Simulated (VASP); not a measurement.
# BP (F-43m) in VASP: further runs

BP is run at these levels: LDA, r2SCAN; tasks: single point.

Everything below comes from runs of VASP 6.6.1. Logs are shortened: lines on timing, memory, paths and dates and some standing lists are left out, and cuts for length are marked.

**1. The cell of the first run**

Symmetry: F-43m, No. 216, cubic system. The conventional cell has a = 4.537 Å, b = 4.537 Å, c = 4.537 Å, α = 90.00°, β = 90.00°, γ = 90.00°. B (site symmetry -43m) has 4 P at 1.96 Å within 2.6 Å. P (site symmetry -43m) has 4 B at 1.96 Å within 2.6 Å.

**2. Single point, LDA**

File INCAR:

```
PREC = Accurate
ENCUT = 520
EDIFF = 1E-6
ISMEAR = 0
SIGMA = 0.01
LREAL = F
LASPH = T
NELM = 60
ALGO = Normal
ISIF = 2
LWAVE = F
LCHARG = F
NBANDS = 11
```

File KPOINTS:

```
regular mesh
0
Gamma
  10 10 10
```

File POSCAR:

```
BP
1.0
    0.0000000000      2.2683156724      2.2683156724
    2.2683156724      0.0000000000      2.2683156724
    2.2683156724      2.2683156724      0.0000000000
B P
1 1
Direct
    0.0000000000      0.0000000000      0.0000000000
    0.2500000000      0.2500000000      0.2500000000
```

Potentials or basis: VASP PAW LDA potentials, release 64 (B, P).

Command:

```sh
$ cat potpaw_LDA.64/B/POTCAR potpaw_LDA.64/P/POTCAR > POTCAR
$ mpirun -np 1 vasp_std > vasp.out
```

OUTCAR:

```text
PREC = Accurate
   ENCUT = 520
   EDIFF = 1E-6
   ISMEAR = 0
   LREAL = F
   LASPH = T
   NELM = 60
   ISIF = 2

 ion  position               nearest neighbor table
   1  0.000  0.000  0.000-   2 1.96   2 1.96   2 1.96   2 1.96
   2  0.250  0.250  0.250-   1 1.96   1 1.96   1 1.96   1 1.96

  LATTYP: Found a face centered cubic cell.
 ALAT       =     4.5366313448

  Lattice vectors:

 A1 = (   0.0000000000,   2.2683156724,   2.2683156724)
 A2 = (   2.2683156724,   0.0000000000,   2.2683156724)
 A3 = (   2.2683156724,   2.2683156724,   0.0000000000)

Analysis of symmetry for initial positions (statically):
=====================================================================
 Subroutine PRICEL returns:
 Original cell was already a primitive cell.

 Routine SETGRP: Setting up the symmetry group for a
 face centered cubic supercell.

 Subroutine GETGRP returns: Found 24 space group operations
 (whereof 24 operations were pure point group operations)
 out of a pool of 48 trial point group operations.

The static configuration has the point symmetry T_d .

Analysis of symmetry for dynamics (positions and initial velocities):
=====================================================================
 Subroutine PRICEL returns:
 Original cell was already a primitive cell.

 Routine SETGRP: Setting up the symmetry group for a
 face centered cubic supercell.

 Subroutine GETGRP returns: Found 24 space group operations
 (whereof 24 operations were pure point group operations)
 out of a pool of 48 trial point group operations.

The dynamic configuration has the point symmetry T_d .

 Subroutine INISYM returns: Found 24 space group operations
 (whereof 24 operations are pure point group operations),
 and found     1 'primitive' translations

----------------------------------------------------------------------------------------

                                     Primitive cell

  volume of cell :      23.3421

  direct lattice vectors                    reciprocal lattice vectors
     0.000000000  2.268315672  2.268315672    -0.220427873  0.220427873  0.220427873
     2.268315672  0.000000000  2.268315672     0.220427873 -0.220427873  0.220427873
     2.268315672  2.268315672  0.000000000     0.220427873  0.220427873 -0.220427873

  length of vectors
     3.207882788  3.207882788  3.207882788     0.381792276  0.381792276  0.381792276

  position of ions in fractional coordinates (direct lattice)
     0.000000000  0.000000000  0.000000000
     0.250000000  0.250000000  0.250000000

  ion indices of the primitive-cell ions
   primitive index   ion index
                 1           1
                 2           2

----------------------------------------------------------------------------------------

 KPOINTS: regular mesh

Automatic generation of k-mesh.
 Grid dimensions read from file:
 generate k-points for:   10   10   10

 Generating k-lattice:

  Cartesian coordinates                     Fractional coordinates (reciprocal lattice)
    -0.022042787  0.022042787  0.022042787     0.100000000  0.000000000  0.000000000
     0.022042787 -0.022042787  0.022042787     0.000000000  0.100000000  0.000000000
     0.022042787  0.022042787 -0.022042787     0.000000000  0.000000000  0.100000000

  Length of vectors
     0.038179228  0.038179228  0.038179228

  Shift w.r.t. Gamma in fractional coordinates (k-lattice)
     0.000000000  0.000000000  0.000000000

 Subroutine IBZKPT returns following result:
 ===========================================

 Found     47 irreducible k-points:

 Following reciprocal coordinates:
            Coordinates               Weight
  0.000000  0.000000  0.000000      1.000000
  0.100000  0.000000  0.000000      8.000000
  0.200000  0.000000  0.000000      8.000000
  0.300000  0.000000  0.000000      8.000000
  0.400000  0.000000  0.000000      8.000000
  0.500000  0.000000  0.000000      4.000000
[... 16 lines left out ...]
  0.300000  0.300000  0.000000      6.000000
  0.400000  0.300000  0.000000     24.000000
 [... further k-points ...]
   k-points           NKPTS =     47   k-points in BZ     NKDIM =     47   number of bands    NBANDS=     11
   number of dos      NEDOS =    301   number of ions     NIONS =      2
   total plane-waves  NPLWV =  13824
   dimension x,y,z NGX =    24 NGY =   24 NGZ =   24
   dimension x,y,z NGXF=    48 NGYF=   48 NGZF=   48
   ions per type =               1   1
   NGX,Y,Z   is equivalent  to a cutoff of  12.44, 12.44, 12.44 a.u.
   NGXF,Y,Z  is equivalent  to a cutoff of  24.88, 24.88, 24.88 a.u.
 SYSTEM =  unknown system
   PREC   = accura    normal or accurate (medium, high low for compatibility)
   ISTART =      0    job   : 0-new  1-cont  2-samecut
   ICHARG =      2    charge: 1-file 2-atom 10-const
   ISPIN  =      1    spin polarized calculation?
   LNONCOLLINEAR =      F non collinear calculations
   LSORBIT =      F    spin-orbit coupling
   LASPH  =      T    aspherical Exc in radial PAW
   ENCUT  =  520.0 eV  38.22 Ry    6.18 a.u.   5.96  5.96  5.96*2*pi/ulx,y,z
   NELM   =     60;   NELMIN=  2; NELMDL= -5     # of ELM steps
   EDIFF  = 0.1E-05   stopping-criterion for ELM
   LREAL  =      F    real-space projection
   EDIFFG = 0.1E-04   stopping-criterion for IOM
   NSW    =      0    number of steps for IOM
   IBRION =     -1    ionic relax: 0-MD 1-quasi-New 2-CG
   NFREE  =      0    steps in history (QN), initial steepest desc. (CG)
   ISIF   =      2    stress and relaxation
   ISYM   =      2    0-nonsym 1-usesym 2-fastsym
   POTIM  = 0.5000    time-step for ionic-motion
   TEBEG  =    0.0;   TEEND  =   0.0 temperature during run
   PSTRESS=    0.0 pullay stress
   NELECT =       8.0000    total number of electrons
   NUPDOWN=      -1.0000    fix difference up-down
   EMIN   =  10.00;   EMAX   =-10.00  energy-range for DOS
   EFERMI =   0.00;   METHOD = LEGACY
   ISMEAR =     0;   SIGMA  =   0.01  broadening in eV -4-tet -1-fermi 0-gaus
   EFERMI_NEDOS =   21; number of points for ismear=-14 and -15
   IALGO  =     38    algorithm
   IMIX   =      4    mixing-type and parameters
     AMIX     =   0.40;   BMIX     =  1.00
     AMIX_MAG =   1.60;   BMIX_MAG =  1.00
  volume/ion in A,a.u.               =      11.67        78.76
  Fermi-wavevector in a.u.,A,eV,Ry     =   1.145666  2.164995 17.858333  1.312550
  Thomas-Fermi vector in A             =   2.282353
   LORBIT       =      0    0 simple, 1 ext, 2 COOP (PROOUT), +10 PAW based schemes
   GGA     = CA    functional components
   LHFCALC =     F    Hartree Fock is set to
   AEXX    =    0.0000 exact exchange contribution
   IVDW    =     0    specifies the selected vdW correction
   LEPSILON=     F    determine dielectric tensor
   LRPA    =     F    only Hartree local field effects (RPA)
 non-spin polarized calculation
 Gauss-broadening in eV      SIGMA  =   0.01
  energy-cutoff  :      520.00
  volume of cell :       23.34
 maximum number of plane-waves:       639
   NGX = 11   NGY = 11   NGZ = 11

 number of electron       8.0000000 magnetization

 Free energy of the ion-electron system (eV)
  ---------------------------------------------------
  ext. energy  EPLUGINS =         0.00000000
  ---------------------------------------------------
  free energy    TOTEN  =       -14.38782516 eV

  energy without entropy =      -14.38782516  energy(sigma->0) =      -14.38782516

 E-fermi :   7.4729     XC(G=0): -11.0917

 val. band max:        7.4168236674   @ k =   0.0000   0.0000   0.0000
 cond. band min:       8.6033437654   @ k =   0.4000   0.4000   0.0000
 fundamental gap:      1.1865200980
 Fermi energy:         7.4728754519

 k-point     1 :       0.0000    0.0000    0.0000
  band No.  band energies     occupation
      1      -7.9813      2.00000
      2       7.4168      2.00000
      3       7.4168      2.00000
      4       7.4168      2.00000
      5      10.7967      0.00000
      6      10.7967      0.00000
      7      10.7967      0.00000
      8      14.7994      0.00000
      9      18.6797      0.00000
     10      19.6009      0.00000
     11      19.6009      0.00000

 k-point     2 :       0.1000    0.0000    0.0000
  band No.  band energies     occupation
      1      -7.8012      2.00000
      2       6.1244      2.00000
      3       7.1230      2.00000
      4       7.1230      2.00000
      5      11.2030      0.00000
      6      11.2030      0.00000
      7      11.2245      0.00000
      8      15.3055      0.00000
      9      18.8815      0.00000
     10      18.8815      0.00000
     11      19.2436      0.00000

 k-point     3 :       0.2000    0.0000    0.0000
  band No.  band energies     occupation
      1      -7.2677      2.00000
      2       3.7923      2.00000
      3       6.5661      2.00000
      4       6.5661      2.00000
      5      11.4283      0.00000
      6      11.9183      0.00000
      7      11.9183      0.00000
      8      16.4151      0.00000
      9      18.2570      0.00000
     10      18.2570      0.00000
     11      20.1235      0.00000

 k-point     4 :       0.3000    0.0000    0.0000
  band No.  band energies     occupation
      1      -6.4099      2.00000
      2       1.4379      2.00000
      3       6.0796      2.00000
      4       6.0796      2.00000
      5      11.3485      0.00000
      6      12.2437      0.00000
      7      12.2437      0.00000
      8      17.2420      0.00000
      9      18.8203      0.00000
     10      18.8203      0.00000
     11      20.4246      0.00000

 k-point     5 :       0.4000    0.0000    0.0000
  band No.  band energies     occupation
      1      -5.3391      2.00000
      2      -0.5832      2.00000
      3       5.7714      2.00000
      4       5.7714      2.00000
      5      11.2438      0.00000
      6      12.1725      0.00000
      7      12.1725      0.00000
      8      17.3849      0.00000
      9      20.4986      0.00000
     10      20.4986      0.00000
     11      21.2891      0.00000
[... 211 lines left out ...]
 k-point    21 :      -0.3000    0.2000    0.0000
  band No.  band energies     occupation
      1      -5.1180      2.00000
      2       0.4714      2.00000
      3       2.7668      2.00000
      4       5.5042      2.00000
      5      11.2617      0.00000
      6      13.5147      0.00000
      7      14.2811      0.00000
      8      16.6507      0.00000
      9      17.7718      0.00000
     10      19.9470      0.00000
     11      24.2324      0.00000

 k-point    22 :      -0.2000    0.2000    0.0000
  band No.  band energies     occupation
      1      -6.1189      2.00000
      2       2.2088      2.00000
      3       3.2444      2.00000
      4       6.1794      2.00000
      5      11.8495      0.00000
      6      12.7022      0.00000
      7      13.7553      0.00000
      8      15.6696      0.00000
      9      16.8963      0.00000
     10      20.8718      0.00000
     11      23.0625      0.00000

 k-point    23 :       0.3000    0.3000    0.0000
  band No.  band energies     occupation
      1      -5.8684      2.00000
      2       2.6496      2.00000
      3       4.2004      2.00000
      4       4.2004      2.00000
      5       8.8896      0.00000
      6      11.2439      0.00000
      7      16.2160      0.00000
      8      16.2160      0.00000
      9      20.3828      0.00000
     10      21.8511      0.00000
     11      23.6873      0.00000

 k-point    24 :       0.4000    0.3000    0.0000
  band No.  band energies     occupation
      1      -5.0443      2.00000
      2       1.3269      2.00000
      3       3.3679      2.00000
      4       3.9065      2.00000
      5       9.1751      0.00000
      6      10.9575      0.00000
      7      16.8282      0.00000
      8      16.8354      0.00000
      9      21.2581      0.00000
     10      22.7021      0.00000
     11      24.2661      0.00000

 [... further k-points ...]
[... 5 lines left out ...]
  --------------------------------------------------------------------------------------
  -------------------------------------------------------------------------------------
  Total       -0.7549914     -0.7549914     -0.7549914     -0.0000000      0.0000000     -0.0000000
  in kB      -51.8217554    -51.8217554    -51.8217554     -0.0000000      0.0000000     -0.0000000
  external PRESSURE =     -51.8217554 kB  Pullay stress =       0.0000000 kB

 VOLUME and BASIS-vectors are now :
 -----------------------------------------------------------------------------
  energy-cutoff  :      520.00
  volume of cell :       23.34
      direct lattice vectors                 reciprocal lattice vectors
     0.000000000  2.268315672  2.268315672    -0.220427873  0.220427873  0.220427873
     2.268315672  0.000000000  2.268315672     0.220427873 -0.220427873  0.220427873
     2.268315672  2.268315672  0.000000000     0.220427873  0.220427873 -0.220427873

 POSITION                                       TOTAL-FORCE (eV/Angst)
 -----------------------------------------------------------------------------------
      0.00000      0.00000      0.00000         0.000000      0.000000      0.000000
      1.13416      1.13416      1.13416        -0.000000     -0.000000     -0.000000
 -----------------------------------------------------------------------------------
    total drift:                                0.000000      0.000000      0.000000

  FREE ENERGIE OF THE ION-ELECTRON SYSTEM (eV)
  ---------------------------------------------------
  free  energy   TOTEN  =       -14.3878251566 eV

  energy  without entropy=      -14.3878251566  energy(sigma->0) =      -14.38782516
```

Wall time 3.5 s (1 thread of Intel Xeon 6975P-C, shared host); peak memory 0.13 GiB.

Results:

| Property | Result |
| --- | --- |
| Free energy | -14.3878 eV |
| Pressure | -5.2 GPa |
| Band gap on the k mesh | 1.19 eV, indirect (least direct gap 3.38 eV) |

A k mesh can miss the band edges.

**3. Single point, r2SCAN**

POSCAR is that of step 2.

File INCAR.step1:

```
PREC = Accurate
ENCUT = 520
ISMEAR = -1
SIGMA = 0.02
LREAL = F
LASPH = T
NELM = 80
NBANDS = 11
GGA = PE
ALGO = Normal
EDIFF = 1E-4
LWAVE = T
LCHARG = F
```

File INCAR.step2:

```
PREC = Accurate
ENCUT = 520
EDIFF = 1E-7
ISMEAR = -1
SIGMA = 0.02
LREAL = F
LASPH = T
NELM = 80
ALGO = Normal
ISIF = 2
LWAVE = F
LCHARG = F
METAGGA = R2SCAN
LMIXTAU = T
NBANDS = 11
ISTART = 1
```

File KPOINTS:

```
regular mesh
0
Gamma
  8 8 8
```

Potentials or basis: VASP PAW PBE potentials, release 64 (B, P).

Command:

```sh
$ cat potpaw_PBE.64/B/POTCAR potpaw_PBE.64/P/POTCAR > POTCAR
$ cp INCAR.step1 INCAR
$ mpirun -np 1 vasp_std > vasp.out
$ cp INCAR.step2 INCAR
$ mpirun -np 1 vasp_std > vasp.out
```

Run time: 12 s. Hardware: 1 thread of Intel Xeon 6975P-C, shared host; peak memory 0.13 GiB.

Results (log left out):

```
Free energy            : -17.3095 eV
Pressure               : -0.5 GPa
Band gap on the k mesh : 1.48 eV, indirect (least direct gap 3.64 eV)
```

Levels at points of the mesh, in eV from the valence-band top:
| k point | band 1 | band 2 | band 3 | band 4 | band 5 | band 6 | band 7 | band 8 |
| --- | --- | --- | --- | --- | --- | --- | --- | --- |
| (0.00, 0.00, 0.00) | -16.27 | 0.00 | 0.00 | 0.00 | 3.64 | 3.64 | 3.64 | 8.02 |
| (0.50, 0.00, 0.00) | -12.77 | -9.51 | -1.87 | -1.87 | 4.14 | 5.03 | 5.03 | 10.92 |
| (0.50, 0.50, 0.00) | -11.10 | -9.13 | -4.35 | -4.35 | 1.54 | 1.91 | 13.07 | 13.07 |

Caveat: the PAW data sets were made with another functional, which shifts forces and pressure a little.

**4. Single point, r2SCAN**

POSCAR is that of step 3.

File INCAR.step1:

```
PREC     = Accurate       # precision mode
ENCUT    = 520            # plane-wave cutoff, eV
ISMEAR   = 0              # smearing method
SIGMA    = 0.01           # smearing width, eV
LREAL    = False          # projectors in reciprocal space
LASPH    = True           # aspherical terms in the spheres
NELM     = 60             # most SCF steps
NBANDS   = 11             # bands
GGA      = PE             # functional
ALGO     = Normal         # electronic algorithm
EDIFF    = 1E-4           # SCF threshold, eV
LWAVE    = True           # write WAVECAR
LCHARG   = False          # write CHGCAR
```

File INCAR.step2:

```
PREC     = Accurate       # precision mode
ENCUT    = 520            # plane-wave cutoff, eV
EDIFF    = 1E-6           # SCF threshold, eV
ISMEAR   = 0              # smearing method
SIGMA    = 0.01           # smearing width, eV
LREAL    = False          # projectors in reciprocal space
LASPH    = True           # aspherical terms in the spheres
NELM     = 60             # most SCF steps
ALGO     = Normal         # electronic algorithm
ISIF     = 2              # what is computed and relaxed
LWAVE    = False          # write WAVECAR
LCHARG   = False          # write CHGCAR
METAGGA  = R2SCAN         # meta-GGA
LMIXTAU  = True         
NBANDS   = 11             # bands
ISTART   = 1
```

File KPOINTS:

```
Automatic mesh
0
Gamma
  10 10 10
```

Command:

```sh
$ cat potpaw_PBE.64/B/POTCAR potpaw_PBE.64/P/POTCAR > POTCAR
$ cp INCAR.step1 INCAR
$ mpirun -np 1 vasp_std > vasp.out
$ cp INCAR.step2 INCAR
$ mpirun -np 1 vasp_std > vasp.out
```

Run time: 15 s. Hardware: 1 thread of Intel Xeon 6975P-C, shared host; peak memory 0.14 GiB.

It converged, with:

| Property | Result |
| --- | --- |
| Free energy | -17.3113 eV |
| Pressure | -0.5 GPa |
| Band gap on the k mesh | 1.45 eV, indirect (least direct gap 3.64 eV) |

Levels at points of the mesh, in eV from the valence-band top:
| k point | band 2 | band 3 | band 4 | band 5 | band 6 | band 7 |
| --- | --- | --- | --- | --- | --- | --- |
| (0.00, 0.00, 0.00) | 0.00 | 0.00 | 0.00 | 3.64 | 3.64 | 3.64 |
| (0.50, 0.00, 0.00) | -9.51 | -1.87 | -1.87 | 4.14 | 5.03 | 5.03 |
| (0.50, 0.50, 0.00) | -9.13 | -4.35 | -4.35 | 1.54 | 1.91 | 13.07 |

Caveat: the PAW data sets were made with another functional, which shifts forces and pressure a little.

**5. Summary**

```csv
level,potentials or basis,k mesh,smearing,gap on the mesh (eV),pressure (GPa)
LDA,"VASP PAW LDA potentials, release 64 (B, P)",10 × 10 × 10,gaussian 0.01 eV,1.19,-5.2
r2SCAN,"VASP PAW PBE potentials, release 64 (B, P)",8 × 8 × 8,fermi-dirac 0.02 eV,1.48,-0.5
r2SCAN,"VASP PAW PBE potentials, release 64 (B, P)",10 × 10 × 10,gaussian 0.01 eV,1.45,-0.5
```

Alike in all rows: task single point; no spin polarisation; cell as given; cutoff (eV) 520.

Caveats: the PAW data sets were made with another functional, which shifts forces and pressure a little (some runs).

Total energies depend on the potentials used, so only differences within one code and one set of settings carry meaning.
